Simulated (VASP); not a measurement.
# SrMn3 (Pm-3m) in VASP: a series of runs, part 2 of 2

VASP 6.6.1. The steps go on from the part before.

**3. Single point, PBE, collinear spin, ferromagnetic start**

This run uses another cell than the first one, of 19.58 Å³/atom.

INCAR

```
ALGO = Fast
EDIFF = 1E-7
ENCUT = 520
GGA = PE
ISIF = 2
ISMEAR = 0
ISPIN = 2
LASPH = True
LCHARG = False
LMAXMIX = 4
LORBIT = 11
LREAL = False
LWAVE = False
MAGMOM = 0 3.73 3.73 3.73
NBANDS = 36
NELM = 150
PREC = Accurate
SIGMA = 0.1
```

KPOINTS

```
k-points
0
Gamma
  4 4 4
```

POSCAR

```
SrMn3
1.0
    4.2782647765      0.0000000000      0.0000000000
    0.0000000000      4.2782647765      0.0000000000
    0.0000000000      0.0000000000      4.2782647765
Sr Mn
1 3
Direct
    0.0000000000      0.0000000000      0.0000000000
    0.0000000000      0.5000000000      0.5000000000
    0.5000000000      0.0000000000      0.5000000000
    0.5000000000      0.5000000000      0.0000000000
```

Potentials or basis: VASP PAW PBE potentials, release 64 (Sr_sv, Mn_pv).

The run is started by

```console
$ cat potpaw_PBE.64/Sr_sv/POTCAR potpaw_PBE.64/Mn_pv/POTCAR > POTCAR
$ mpirun -np 1 vasp_std > vasp.out
```

OUTCAR:

```text
EDIFF = 1E-7
   ENCUT = 520
   GGA = PE
   ISIF = 2
   ISMEAR = 0
   ISPIN = 2
   LASPH = True
   LORBIT = 11
   LREAL = False
   NELM = 150
   PREC = Accurate

 ion  position               nearest neighbor table
   1  0.000  0.000  0.000-   2 3.03   3 3.03   4 3.03   2 3.03   3 3.03   2 3.03   4 3.03   2 3.03
                             3 3.03   4 3.03   3 3.03   4 3.03
   2  0.000  0.500  0.500-   1 3.03   3 3.03   4 3.03   1 3.03   4 3.03   1 3.03   3 3.03   1 3.03
                             3 3.03   4 3.03   4 3.03   3 3.03
   3  0.500  0.000  0.500-   1 3.03   2 3.03   4 3.03   1 3.03   4 3.03   2 3.03   4 3.03   4 3.03
                             1 3.03   2 3.03   1 3.03   2 3.03
   4  0.500  0.500  0.000-   1 3.03   2 3.03   3 3.03   2 3.03   3 3.03   1 3.03   3 3.03   3 3.03
                             1 3.03   2 3.03   2 3.03   1 3.03

  LATTYP: Found a simple cubic cell.
 ALAT       =     4.2782647765

  Lattice vectors:

 A1 = (   4.2782647765,   0.0000000000,   0.0000000000)
 A2 = (   0.0000000000,   4.2782647765,   0.0000000000)
 A3 = (   0.0000000000,   0.0000000000,   4.2782647765)

Analysis of symmetry for initial positions (statically):
=====================================================================
 Subroutine PRICEL returns:
 Original cell was already a primitive cell.

 Routine SETGRP: Setting up the symmetry group for a
 simple cubic supercell.

 Subroutine GETGRP returns: Found 48 space group operations
 (whereof 48 operations were pure point group operations)
 out of a pool of 48 trial point group operations.

The static configuration has the point symmetry O_h .

Analysis of symmetry for dynamics (positions and initial velocities):
=====================================================================
 Subroutine PRICEL returns:
 Original cell was already a primitive cell.

 Routine SETGRP: Setting up the symmetry group for a
 simple cubic supercell.

 Subroutine GETGRP returns: Found 48 space group operations
 (whereof 48 operations were pure point group operations)
 out of a pool of 48 trial point group operations.

The dynamic configuration has the point symmetry O_h .

Analysis of structural, dynamic, and magnetic symmetry:
=====================================================================
 Subroutine PRICEL returns:
 Original cell was already a primitive cell.

 Routine SETGRP: Setting up the symmetry group for a
 simple cubic supercell.

 Subroutine GETGRP returns: Found 48 space group operations
 (whereof 48 operations were pure point group operations)
 out of a pool of 48 trial point group operations.

The overall configuration has the point symmetry O_h .

 Subroutine INISYM returns: Found 48 space group operations
 (whereof 48 operations are pure point group operations),
 and found     1 'primitive' translations

----------------------------------------------------------------------------------------

                                     Primitive cell

  volume of cell :      78.3074

[... 74 lines left out ...]
   LASPH  =      T    aspherical Exc in radial PAW
   ENCUT  =  520.0 eV  38.22 Ry    6.18 a.u.   7.95  7.95  7.95*2*pi/ulx,y,z
   NELM   =    150;   NELMIN=  2; NELMDL= -5     # of ELM steps
   EDIFF  = 0.1E-06   stopping-criterion for ELM
   LREAL  =      F    real-space projection
   EDIFFG = 0.1E-05   stopping-criterion for IOM
   NSW    =      0    number of steps for IOM
   IBRION =     -1    ionic relax: 0-MD 1-quasi-New 2-CG
   NFREE  =      0    steps in history (QN), initial steepest desc. (CG)
   ISIF   =      2    stress and relaxation
   ISYM   =      2    0-nonsym 1-usesym 2-fastsym
   POTIM  = 0.5000    time-step for ionic-motion
   TEBEG  =    0.0;   TEEND  =   0.0 temperature during run
   PSTRESS=    0.0 pullay stress
   NELECT =      49.0000    total number of electrons
   NUPDOWN=      -1.0000    fix difference up-down
   EMIN   =  10.00;   EMAX   =-10.00  energy-range for DOS
   EFERMI =   0.00;   METHOD = LEGACY
   ISMEAR =     0;   SIGMA  =   0.10  broadening in eV -4-tet -1-fermi 0-gaus
   EFERMI_NEDOS =   21; number of points for ismear=-14 and -15
   IALGO  =     68    algorithm
   IMIX   =      4    mixing-type and parameters
     AMIX     =   0.40;   BMIX     =  1.00
     AMIX_MAG =   1.60;   BMIX_MAG =  1.00
  volume/ion in A,a.u.               =      19.58       132.11
  Fermi-wavevector in a.u.,A,eV,Ry     =   1.400251  2.646091 26.676979  1.960703
  Thomas-Fermi vector in A             =   2.523230
   LORBIT       =     11    0 simple, 1 ext, 2 COOP (PROOUT), +10 PAW based schemes
   GGA     = PE    functional components
   LHFCALC =     F    Hartree Fock is set to
   AEXX    =    0.0000 exact exchange contribution
   IVDW    =     0    specifies the selected vdW correction
   LEPSILON=     F    determine dielectric tensor
   LRPA    =     F    only Hartree local field effects (RPA)
 spin polarized calculation
 RMM-DIIS sequential band-by-band and
 Gauss-broadening in eV      SIGMA  =   0.10
  energy-cutoff  :      520.00
  volume of cell :       78.31
 maximum number of plane-waves:      2176
 NGX is ok and might be reduce to    32
   NGX = 15   NGY = 15   NGZ = 15

 number of electron      49.0000112 magnetization       9.8710530

 number of electron      49.0000103 magnetization      10.5468746

 Free energy of the ion-electron system (eV)
  ---------------------------------------------------
  ext. energy  EPLUGINS =         0.00000000
  ---------------------------------------------------
  free energy    TOTEN  =       -25.08015471 eV

  energy without entropy =      -25.06000618  energy(sigma->0) =      -25.07008044

 E-fermi :   5.2078     XC(G=0): -10.8251

 val. band max:        5.1616986265   @ k =   0.5000   0.0000   0.0000
 cond. band min:       5.2154560573   @ k =   0.5000   0.0000   0.0000
 fundamental gap:      0.0537574308
 Fermi energy:         5.2078382185

 spin component 1

 k-point     1 :       0.0000    0.0000    0.0000
  band No.  band energies     occupation
      1     -44.2860      1.00000
      2     -44.2860      1.00000
      3     -44.2860      1.00000
      4     -44.2725      1.00000
      5     -44.2725      1.00000
      6     -44.2725      1.00000
[... 379 lines left out ...]
     35       6.4887      0.00000
     36      12.1297      0.00000
 Fermi energy:         5.2078382185

 spin component 2

 k-point     1 :       0.0000    0.0000    0.0000
  band No.  band energies     occupation
      1     -40.6113      1.00000
      2     -40.6113      1.00000
      3     -40.6113      1.00000
      4     -40.5915      1.00000
      5     -40.5915      1.00000
      6     -40.5915      1.00000
[... 379 lines left out ...]
     35       8.9350      0.00000
     36      12.2362      0.00000

------------------------ aborting loop because EDIFF is reached ----------------------------------------

  FORCE on cell =-STRESS in cart. coord.  units (eV):
  Direction    XX          YY          ZZ          XY          YZ          ZX
  --------------------------------------------------------------------------------------
  -------------------------------------------------------------------------------------
  Total        0.0439992      0.0439992      0.0439992     -0.0000000      0.0000000     -0.0000000
  in kB        0.9002269      0.9002269      0.9002269     -0.0000000      0.0000000     -0.0000000
  external PRESSURE =       0.9002269 kB  Pullay stress =       0.0000000 kB

 VOLUME and BASIS-vectors are now :
 -----------------------------------------------------------------------------
  energy-cutoff  :      520.00
  volume of cell :       78.31
      direct lattice vectors                 reciprocal lattice vectors
     4.278264777  0.000000000  0.000000000     0.233739624  0.000000000  0.000000000
     0.000000000  4.278264777  0.000000000     0.000000000  0.233739624  0.000000000
     0.000000000  0.000000000  4.278264777     0.000000000  0.000000000  0.233739624

 POSITION                                       TOTAL-FORCE (eV/Angst)
 -----------------------------------------------------------------------------------
      0.00000      0.00000      0.00000         0.000000      0.000000      0.000000
      0.00000      2.13913      2.13913         0.000000      0.000000      0.000000
      2.13913      0.00000      2.13913         0.000000      0.000000      0.000000
      2.13913      2.13913      0.00000         0.000000      0.000000      0.000000
 -----------------------------------------------------------------------------------
    total drift:                                0.000000     -0.000000     -0.000000

  FREE ENERGIE OF THE ION-ELECTRON SYSTEM (eV)
  ---------------------------------------------------
  free  energy   TOTEN  =       -25.0801547073 eV

  energy  without entropy=      -25.0600061819  energy(sigma->0) =      -25.07008044

 total charge

# of ion       s       p       d       tot
------------------------------------------
    1        2.075   5.736   0.414   8.225
    2        0.322   6.147   4.993  11.462
    3        0.322   6.147   4.993  11.462
    4        0.322   6.147   4.993  11.462
--------------------------------------------------
tot          3.040  24.175  15.394  42.610

 magnetization (x)

# of ion       s       p       d       tot
------------------------------------------
    1       -0.015   0.017  -0.079  -0.077
    2        0.004   0.002   3.451   3.456
    3        0.004   0.002   3.451   3.456
    4        0.004   0.002   3.451   3.456
--------------------------------------------------
tot         -0.004   0.022  10.273  10.292
```

It took 2.2 min on 1 thread of Oxide Virtual Turin-like, shared host; peak memory 0.19 GiB.

Results:

* Free energy: -25.0802 eV
* Pressure: 0.1 GPa
* Net moment: 10.55 μB per cell
* Site moments: Sr -0.08; Mn +3.46 μB
* Valence electrons inside the program's atomic spheres: Sr 8.22; Mn 11.46

Levels at points of the mesh, in eV from the Fermi level:
Spin up:
| k point | band 28 | band 29 | band 30 | band 31 | band 32 | band 33 |
| --- | --- | --- | --- | --- | --- | --- |
| (0.00, 0.00, 0.00) | -0.75 | -0.75 | 2.19 | 2.19 | 2.19 | 2.62 |
| (0.50, 0.00, 0.00) | -1.65 | -1.30 | -0.74 | 2.03 | 2.03 | 2.49 |
| (0.50, 0.50, 0.00) | -1.75 | -1.36 | -0.79 | 0.51 | 0.51 | 3.15 |
| (0.50, 0.50, 0.50) | -0.94 | -0.57 | 1.18 | 1.18 | 1.18 | 1.28 |
Spin down:
```csv
k point,band 16,band 17,band 18,band 19,band 20,band 21,band 22,band 23
"(0.00, 0.00, 0.00)",-1.96,-0.88,-0.67,-0.67,-0.67,1.20,1.20,1.20
"(0.50, 0.00, 0.00)",-1.03,-0.37,-0.05,0.01,0.01,0.38,0.38,0.49
"(0.50, 0.50, 0.00)",-1.42,-1.16,-0.10,0.19,0.19,0.30,0.30,0.86
"(0.50, 0.50, 0.50)",-2.24,-0.59,-0.24,0.69,0.69,0.69,1.33,1.33
```

Caveat: the k points lie up to 0.37 Å⁻¹ apart.

**4. Relaxation of cell and atoms, PBE, collinear spin, ferromagnetic start**

INCAR

```
ALGO = Normal
EDIFF = 1E-7
EDIFFG = -0.04
ENCUT = 600
GGA = PE
IBRION = 2
ISIF = 3
ISMEAR = 0
ISPIN = 2
LASPH = True
LCHARG = False
LMAXMIX = 4
LORBIT = 11
LREAL = False
LWAVE = False
MAGMOM = 0 3.73 3.73 3.73
NELM = 150
NSW = 90
PREC = Accurate
SIGMA = 0.1
```

KPOINTS is that of step 3.

POSCAR

```
SrMn3
1.0
    4.1220340835      0.0000000000      0.0000000000
    0.0000000000      4.1220340835      0.0000000000
    0.0000000000      0.0000000000      4.1220340835
Sr Mn
1 3
Direct
    0.0000000000      0.0000000000      0.0000000000
    0.0000000000      0.5000000000      0.5000000000
    0.5000000000      0.0000000000      0.5000000000
    0.5000000000      0.5000000000      0.0000000000
```

The run is started by

```console
$ cat potpaw_PBE.64/Sr_sv/POTCAR potpaw_PBE.64/Mn_pv/POTCAR > POTCAR
$ mpirun -np 1 vasp_std > vasp.out
```

It took 5.2 min on 1 thread of Oxide Virtual Turin-like, shared host; peak memory 0.23 GiB.

Results (log left out):

```yaml
Free_energy: -25.0771 eV
Relaxed_volume: 19.50 Å³/atom
Relaxed_cell: a = 4.273 Å, b = 4.273 Å, c = 4.273 Å, α = 90.00°, β = 90.00°, γ = 90.00°
Space_group_after_relaxing_to_0.1_Å: Pm-3m (No. 221)
Energy_gained_by_relaxing: 43.6 meV/atom
Ionic_steps: 2
Pressure_after_relaxing: 0.3 GPa
Net_moment: 10.54 μB per cell
Site_moments: Sr -0.08; Mn +3.45 μB
Valence_electrons_inside_the_program's_atomic_spheres: Sr 8.23; Mn 11.46
```

The path:
```tsv
step	energy change (eV)	largest force (eV/Å)	pressure (GPa)	volume (Å³)
1	0.0000	0.0000	6.93	70.04
2	-0.1746	0.0000	0.31	78.00
```

Final structure:
```yaml
crystal:
  lattice:
    - [4.27269, 0.00000, 0.00000]
    - [0.00000, 4.27269, 0.00000]
    - [0.00000, 0.00000, 4.27269]
  atoms:
    - { symbol: Sr, position: [0.00000, 0.00000, 0.00000] }
    - { symbol: Mn, position: [0.00000, 0.50000, 0.50000] }
    - { symbol: Mn, position: [0.50000, 0.00000, 0.50000] }
    - { symbol: Mn, position: [0.50000, 0.50000, 0.00000] }
```

Levels at points of the mesh, in eV from the Fermi level:
Spin up:
```csv
k point,band 27,band 28,band 29,band 30,band 31,band 32,band 33,band 34
"(0.00, 0.00, 0.00)",-0.73,-0.73,-0.73,2.21,2.21,2.21,2.64,2.64
"(0.50, 0.00, 0.00)",-1.65,-1.64,-1.29,-0.73,2.04,2.04,2.50,5.46
"(0.50, 0.50, 0.00)",-1.75,-1.74,-1.35,-0.79,0.53,0.53,3.17,3.17
"(0.50, 0.50, 0.50)",-0.92,-0.92,-0.57,1.19,1.19,1.19,1.30,1.30
```
Spin down:
```
           k point  band 17  band 18  band 19  band 20  band 21  band 22
(0.00, 0.00, 0.00)    -0.88    -0.67    -0.67    -0.67     1.21     1.21
(0.50, 0.00, 0.00)    -0.38    -0.05     0.01     0.01     0.38     0.38
(0.50, 0.50, 0.00)    -1.15    -0.10     0.19     0.19     0.30     0.30
(0.50, 0.50, 0.50)    -0.59    -0.24     0.69     0.69     0.69     1.33
```

Caveat: the k points lie up to 0.37 Å⁻¹ apart in the final cell.

**5. Overview**

```csv
task,cell,cutoff (eV),gap on the mesh (eV),pressure (GPa),moment (μB)
single point,"a = 4.122 Å, 4 atoms",520,none,7.0,10.18
single point,"a = 4.278 Å, 4 atoms",520,none,0.1,10.55
relaxation of cell and atoms,"relaxed from a = 4.122 Å, 4 atoms",600,none,0.3,10.54
```

Alike in all rows: level PBE; potentials or basis VASP PAW PBE potentials, release 64 (Sr_sv, Mn_pv); spin collinear, ferromagnetic start; k mesh 4 × 4 × 4; smearing gaussian 0.1 eV.

Caveats: all runs use coarse meshes.

Total energies depend on the potentials used, so only differences within one code and one set of settings carry meaning.

The gap in the log of VASP goes by the Fermi energy; the results here count the filled bands.